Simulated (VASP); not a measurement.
# ScAl3N4 (Cmc2_1) in VASP: notebook, part 2 of 2

VASP 6.6.1. The steps go on from the part before.

### Step 5. Single point, PBE

This run uses another cell than the first one, of 11.52 Å³/atom.

INCAR reads:

```
PREC = Accurate ; ENCUT = 520
EDIFF = 1E-7 ; ISMEAR = 0
SIGMA = 0.01 ; LREAL = Auto
LASPH = T ; NELM = 100
ALGO = Normal ; ISIF = 2
LWAVE = F ; LCHARG = F
GGA = PE ; NBANDS = 54
```

KPOINTS reads:

```
regular mesh
0
Gamma
  4 4 5
```

POSCAR reads:

```
ScAl3N4
1.0
    6.4803570441     -0.0157506844      0.0000000000
   -3.2538190149      5.6357798524      0.0000000000
    0.0000000000      0.0000000000      5.0527970385
Al Sc N
6 2 8
Direct
    0.3351902987      0.1643643502      0.4994553577
    0.1697954971      0.8348977485     -0.0044269608
    0.3351902987      0.6708259484      0.4994553577
    0.6648097013      0.3356356498     -0.0005446423
    0.6648097013      0.8291740516     -0.0005446423
    0.8302045029      0.6651022514      0.4955730392
    0.1774977064      0.3387488532     -0.0088041848
    0.8225022936      0.1612511468      0.4911958152
    0.1823423944      0.3411711972      0.4130392984
    0.3452763821      0.1546919245      0.8751497757
    0.1649135222      0.8324567611      0.3789815806
    0.3452763821      0.6905844576      0.8751497757
    0.6547236179      0.3453080755      0.3751497757
    0.8176576056      0.1588288028      0.9130392984
    0.6547236179      0.8094155424      0.3751497757
    0.8350864778      0.6675432389      0.8789815806
```

Potentials or basis: VASP PAW PBE potentials, release 64 (Al, Sc_sv, N).

On the command line:

```bash
> cat potpaw_PBE.64/Al/POTCAR potpaw_PBE.64/Sc_sv/POTCAR potpaw_PBE.64/N/POTCAR > POTCAR
> mpirun -np 1 vasp_std > vasp.out
```

OUTCAR:

```text
PREC = Accurate
   ENCUT = 520
   EDIFF = 1E-7
   ISMEAR = 0
   LREAL = Auto
   LASPH = T
   NELM = 100
   ISIF = 2
   GGA = PE

 ion  position               nearest neighbor table
   1  0.335  0.164  0.499-  10 1.90  13 1.90   9 1.91  11 1.96   7 3.11   2 3.12   4 3.13   4 3.13
                             2 3.15   8 3.17   7 3.18   3 3.21   6 3.23   6 3.25   3 3.30   8 3.31
   2  0.170  0.835  0.996-  12 1.90  10 1.90  11 1.94  16 1.97   1 3.12   3 3.12   1 3.15   3 3.15
                             6 3.16   6 3.16   5 3.23   4 3.23   4 3.25   5 3.25   7 3.25   7 3.25
   3  0.335  0.671  0.499-  12 1.90  15 1.90   9 1.91  11 1.96   7 3.11   2 3.12   5 3.13   5 3.13
                             2 3.15   8 3.17   7 3.18   1 3.21   6 3.23   6 3.25   1 3.30   8 3.31
   4  0.665  0.336  0.999-  13 1.90  10 1.90  14 1.91  16 1.96   8 3.11   6 3.12   1 3.13   1 3.13
                             6 3.15   7 3.17   8 3.18   5 3.21   2 3.23   2 3.25   5 3.30   7 3.31
   5  0.665  0.829  0.999-  15 1.90  12 1.90  14 1.91  16 1.96   8 3.11   6 3.12   3 3.13   3 3.13
                             6 3.15   7 3.17   8 3.18   4 3.21   2 3.23   2 3.25   4 3.30   7 3.31
   6  0.830  0.665  0.496-  13 1.90  15 1.90  16 1.94  11 1.97   4 3.12   5 3.12   4 3.15   5 3.15
                             2 3.16   2 3.16   1 3.23   3 3.23   1 3.25   3 3.25   8 3.25   8 3.25
   7  0.177  0.339  0.991-  14 2.05  12 2.07  10 2.07   9 2.13   3 3.11   1 3.11   4 3.17   5 3.17
                             3 3.18   1 3.18   8 3.22   8 3.22   2 3.25   2 3.25   5 3.31   4 3.31
   8  0.823  0.161  0.491-   9 2.05  15 2.07  13 2.07  14 2.13   5 3.11   4 3.11   1 3.17   3 3.17
                             5 3.18   4 3.18   7 3.22   7 3.22   6 3.25   6 3.25   3 3.31   1 3.31
   9  0.182  0.341  0.413-   3 1.91   1 1.91   8 2.05   7 2.13
  10  0.345  0.155  0.875-   1 1.90   2 1.90   4 1.90   7 2.07
  11  0.165  0.832  0.379-   2 1.94   1 1.96   3 1.96   6 1.97
  12  0.345  0.691  0.875-   3 1.90   2 1.90   5 1.90   7 2.07
  13  0.655  0.345  0.375-   4 1.90   6 1.90   1 1.90   8 2.07
  14  0.818  0.159  0.913-   5 1.91   4 1.91   7 2.05   8 2.13
  15  0.655  0.809  0.375-   5 1.90   6 1.90   3 1.90   8 2.07
  16  0.835  0.668  0.879-   6 1.94   4 1.96   5 1.96   2 1.97

  LATTYP: Found a base centered orthorhombic cell.
 ALAT       =     6.5076380298
 B/A-ratio  =     1.7223694551
 C/A-ratio  =     0.7764410091

  Lattice vectors:

 A1 = (   3.2265380292,   5.6200291680,   0.0000000000)
 A2 = (  -6.4803570441,   0.0157506844,   0.0000000000)
 A3 = (   0.0000000000,   0.0000000000,   5.0527970385)

Analysis of symmetry for initial positions (statically):
=====================================================================
 Subroutine PRICEL returns:
 Original cell was already a primitive cell.

 Routine SETGRP: Setting up the symmetry group for a
 base centered orthorhombic supercell.

 Subroutine GETGRP returns: Found  4 space group operations
 (whereof  1 operations were pure point group operations)
 out of a pool of  8 trial point group operations.

The static configuration has the point symmetry C_1 .
 The point group associated with its full space group is C_2v.

Analysis of symmetry for dynamics (positions and initial velocities):
=====================================================================
 Subroutine PRICEL returns:
 Original cell was already a primitive cell.

 Routine SETGRP: Setting up the symmetry group for a
 base centered orthorhombic supercell.

 Subroutine GETGRP returns: Found  4 space group operations
 (whereof  1 operations were pure point group operations)
 out of a pool of  8 trial point group operations.

[... 108 lines left out ...]
   number of dos      NEDOS =    301   number of ions     NIONS =     16
   total plane-waves  NPLWV =  92160
   dimension x,y,z NGX =    48 NGY =   48 NGZ =   40
   dimension x,y,z NGXF=    96 NGYF=   96 NGZF=   80
   ions per type =               6   2   8
   NGX,Y,Z   is equivalent  to a cutoff of  12.31, 12.26, 13.16 a.u.
   NGXF,Y,Z  is equivalent  to a cutoff of  24.63, 24.52, 26.32 a.u.
 SYSTEM =  unknown system
   PREC   = accura    normal or accurate (medium, high low for compatibility)
   ISTART =      0    job   : 0-new  1-cont  2-samecut
   ICHARG =      2    charge: 1-file 2-atom 10-const
   ISPIN  =      1    spin polarized calculation?
   LNONCOLLINEAR =      F non collinear calculations
   LSORBIT =      F    spin-orbit coupling
   LASPH  =      T    aspherical Exc in radial PAW
   ENCUT  =  520.0 eV  38.22 Ry    6.18 a.u.  12.05 12.10  9.39*2*pi/ulx,y,z
   NELM   =    100;   NELMIN=  2; NELMDL= -5     # of ELM steps
   EDIFF  = 0.1E-06   stopping-criterion for ELM
   LREAL  =      T    real-space projection
   EDIFFG = 0.1E-05   stopping-criterion for IOM
   NSW    =      0    number of steps for IOM
   IBRION =     -1    ionic relax: 0-MD 1-quasi-New 2-CG
   NFREE  =      0    steps in history (QN), initial steepest desc. (CG)
   ISIF   =      2    stress and relaxation
   ISYM   =      2    0-nonsym 1-usesym 2-fastsym
   POTIM  = 0.5000    time-step for ionic-motion
   TEBEG  =    0.0;   TEEND  =   0.0 temperature during run
   PSTRESS=    0.0 pullay stress
   NELECT =      80.0000    total number of electrons
   NUPDOWN=      -1.0000    fix difference up-down
   EMIN   =  10.00;   EMAX   =-10.00  energy-range for DOS
   EFERMI =   0.00;   METHOD = LEGACY
   ISMEAR =     0;   SIGMA  =   0.01  broadening in eV -4-tet -1-fermi 0-gaus
   EFERMI_NEDOS =   21; number of points for ismear=-14 and -15
   IALGO  =     38    algorithm
   IMIX   =      4    mixing-type and parameters
     AMIX     =   0.40;   BMIX     =  1.00
     AMIX_MAG =   1.60;   BMIX_MAG =  1.00
  volume/ion in A,a.u.               =      11.52        77.72
  Fermi-wavevector in a.u.,A,eV,Ry     =   1.239595  2.342495 20.906657  1.536596
  Thomas-Fermi vector in A             =   2.374072
   LORBIT       =      0    0 simple, 1 ext, 2 COOP (PROOUT), +10 PAW based schemes
   GGA     = PE    functional components
   LHFCALC =     F    Hartree Fock is set to
   AEXX    =    0.0000 exact exchange contribution
   IVDW    =     0    specifies the selected vdW correction
   LEPSILON=     F    determine dielectric tensor
   LRPA    =     F    only Hartree local field effects (RPA)
 non-spin polarized calculation
 Gauss-broadening in eV      SIGMA  =   0.01
  energy-cutoff  :      520.00
  volume of cell :      184.28
 maximum number of plane-waves:      4983
   NGX = 25   NGY = 25   NGZ = 19

 number of electron      80.0000006 magnetization

 Free energy of the ion-electron system (eV)
  ---------------------------------------------------
  ext. energy  EPLUGINS =         0.00000000
  ---------------------------------------------------
  free energy    TOTEN  =      -124.25481022 eV

  energy without entropy =     -124.25481022  energy(sigma->0) =     -124.25481022

 E-fermi :   5.1079     XC(G=0): -10.7497

 val. band max:        4.9206802843   @ k =   0.0000   0.0000   0.0000
 cond. band min:       8.6216098678   @ k =   0.2500   0.2500   0.0000
 fundamental gap:      3.7009295836
 Fermi energy:         5.1079401035

 k-point     1 :       0.0000    0.0000    0.0000
  band No.  band energies     occupation
      1     -41.9692      2.00000
      2     -41.9401      2.00000
      3     -20.8150      2.00000
      4     -20.7795      2.00000
      5     -20.7450      2.00000
      6     -20.7155      2.00000
[... 1144 lines left out ...]
     51      11.8498      0.00000
     52      11.9087      0.00000
 [bands above 52 left out]

------------------------ aborting loop because EDIFF is reached ----------------------------------------

  FORCE on cell =-STRESS in cart. coord.  units (eV):
  Direction    XX          YY          ZZ          XY          YZ          ZX
  --------------------------------------------------------------------------------------
  -------------------------------------------------------------------------------------
  Total        0.0548259      0.0592894      0.0638802     -0.0038654      0.0000000      0.0000000
  in kB        0.4766742      0.5154807      0.5553952     -0.0336074      0.0000000      0.0000000
  external PRESSURE =       0.5158500 kB  Pullay stress =       0.0000000 kB

 VOLUME and BASIS-vectors are now :
 -----------------------------------------------------------------------------
  energy-cutoff  :      520.00
  volume of cell :      184.28
      direct lattice vectors                 reciprocal lattice vectors
     6.480357044 -0.015750684  0.000000000     0.154529331  0.089217551  0.000000000
    -3.253819015  5.635779852  0.000000000     0.000431873  0.177687075  0.000000000
     0.000000000  0.000000000  5.052797038     0.000000000  0.000000000  0.197910186

 POSITION                                       TOTAL-FORCE (eV/Angst)
 -----------------------------------------------------------------------------------
      1.63734      0.92104      2.52365        -0.000118      0.004799      0.001202
     -1.61627      4.70263      5.03043         0.001740      0.001004     -0.001983
     -0.01059      3.77535      2.52365         0.004097     -0.002502      0.001202
      3.21611      1.88110      5.05005         0.000118     -0.004799      0.001202
      1.61022      4.66257      5.05005        -0.004097      0.002502      0.001202
      3.21590      3.73529      2.50403        -0.001740     -0.001004     -0.001983
[... 8 lines left out ...]
      1.60915      4.55138      1.89556         0.002554     -0.060059     -0.017986
      3.23959      3.74897      4.44132        -0.000981     -0.000566     -0.001901
 -----------------------------------------------------------------------------------
    total drift:                               -0.000000      0.000001     -0.014510

  FREE ENERGIE OF THE ION-ELECTRON SYSTEM (eV)
  ---------------------------------------------------
  free  energy   TOTEN  =      -124.2548102221 eV

  energy  without entropy=     -124.2548102221  energy(sigma->0) =     -124.25481022
```

It took 16 min on 1 thread of Intel Xeon 8259CL, shared host; peak memory 0.37 GiB.

What came out:

```
Free energy            : -124.2548 eV
Pressure               : 0.1 GPa
Largest force          : 0.070 eV/Å
Band gap on the k mesh : 3.70 eV (least direct gap 3.72 eV)
```

Forces on the atoms (eV/Å):
```
Al   0.000  0.005  0.001
Al   0.002  0.001 -0.002
Al   0.004 -0.003  0.001
Al   0.000 -0.005  0.001
Al  -0.004  0.003  0.001
Al  -0.002 -0.001 -0.002
Sc   0.004  0.002  0.006
Sc  -0.004 -0.002  0.006
N    0.054  0.031  0.032
N    0.051 -0.032 -0.018
N    0.001  0.001 -0.002
N   -0.003  0.060 -0.018
N   -0.051  0.032 -0.018
N   -0.054 -0.031  0.032
N    0.003 -0.060 -0.018
N   -0.001 -0.001 -0.002
```

A k mesh can miss the band edges.

### Step 6. Single point, PBE

This run uses another cell than the first one, of 11.58 Å³/atom.

INCAR reads:

```
  PREC = Accurate
  ENCUT = 520
  EDIFF = 1E-6
  ISMEAR = 0
  SIGMA = 0.01
  LREAL = Auto
  LASPH = T
  NELM = 60
  ALGO = Normal
  ISIF = 2
  LWAVE = F
  LCHARG = F
  GGA = PE
  NBANDS = 54
```

KPOINTS is that of step 5.

POSCAR reads:

```
ScAl3N4
1.0
    6.4803570441     -0.0157506844      0.0000000000
   -3.2538190149      5.6357798524      0.0000000000
    0.0000000000      0.0000000000      5.0780610237
Al Sc N
6 2 8
Direct
    0.3351984371      0.1644667090      0.4999711442
    0.1699013802      0.8349506901     -0.0042394144
    0.3351984371      0.6707317281      0.4999711442
    0.6648015629      0.3355332910     -0.0000288558
    0.6648015629      0.8292682719     -0.0000288558
    0.8300986198      0.6650493099      0.4957605856
    0.1774649583      0.3387324791     -0.0075058798
    0.8225350417      0.1612675209      0.4924941202
    0.1821920229      0.3410960115      0.4124635725
    0.3452540535      0.1548473644      0.8744953180
    0.1649888998      0.8324944499      0.3783487976
    0.3452540535      0.6904066891      0.8744953180
    0.6547459465      0.3451526356      0.3744953180
    0.8178079771      0.1589039885      0.9124635725
    0.6547459465      0.8095933109      0.3744953180
    0.8350111002      0.6675055501      0.8783487976
```

Potentials or basis: VASP PAW PBE potentials, release 64 (Al, Sc_sv, N).

On the command line:

```bash
> cat potpaw_PBE.64/Al/POTCAR potpaw_PBE.64/Sc_sv/POTCAR potpaw_PBE.64/N/POTCAR > POTCAR
> mpirun -np 1 vasp_std > vasp.out
```

Wall time 15 min (1 thread of Intel Xeon 8259CL, shared host); peak memory 0.37 GiB.

Results (log left out):

```
Free energy            : -124.2521 eV
Pressure               : -0.7 GPa
Largest force          : 0.072 eV/Å
Band gap on the k mesh : 3.72 eV
```

Forces in eV/Å, atoms in the order of the input:
```
Al  -0.002  0.004  0.000
Al   0.001  0.001 -0.001
Al   0.002 -0.004  0.000
Al   0.002 -0.004  0.000
Al  -0.002  0.004  0.000
Al  -0.001 -0.001 -0.001
Sc   0.004  0.002  0.006
Sc  -0.004 -0.002  0.006
N    0.056  0.032  0.033
N    0.051 -0.032 -0.019
N   -0.001  0.000  0.000
N   -0.002  0.061 -0.019
N   -0.051  0.032 -0.019
N   -0.056 -0.032  0.033
N    0.002 -0.061 -0.019
N    0.001  0.000  0.000
```

Stress tensor (GPa, compression positive):
```
-0.53  0.01  0.00
 0.01 -0.54  0.00
 0.00  0.00 -1.14
```

Levels at points of the mesh, in eV from the valence-band top:
```tsv
k point	band 38	band 39	band 40	band 41	band 42	band 43
(0.00, 0.00, 0.00)	-0.33	-0.19	0.00	3.72	3.98	4.07
(0.50, 0.00, 0.00)	-0.17	-0.16	-0.08	3.77	4.40	4.50
(0.00, 0.50, 0.00)	-0.19	-0.13	-0.04	3.95	4.33	4.58
```

A k mesh can miss the band edges.

### Step 7. Overview

| cell | gap on the mesh (eV) | pressure (GPa) | largest force (eV/Å) |
| --- | --- | --- | --- |
| a = 6.448, b = 6.475, c = 5.053 Å, angles 90.0, 90.0, 120.1°, 16 atoms, atomic positions A | 3.77 | 2.0 | 0.07 |
| a = 6.480, b = 6.508, c = 5.028 Å, angles 90.0, 90.0, 120.1°, 16 atoms, atomic positions B | 3.66 | 0.8 | 0.07 |
| a = 6.480, b = 6.508, c = 5.053 Å, angles 90.0, 90.0, 120.1°, 16 atoms, atomic positions C | 3.70 | 0.1 | 0.07 |
| a = 6.480, b = 6.508, c = 5.078 Å, angles 90.0, 90.0, 120.1°, 16 atoms, atomic positions D | 3.72 | -0.7 | 0.07 |

Alike in all rows: task single point; level PBE; potentials or basis VASP PAW PBE potentials, release 64 (Al, Sc_sv, N); no spin polarisation; k mesh 4 × 4 × 5; cutoff (eV) 520; smearing gaussian 0.01 eV.

Total energies depend on the potentials used, so only differences within one code and one set of settings carry meaning.
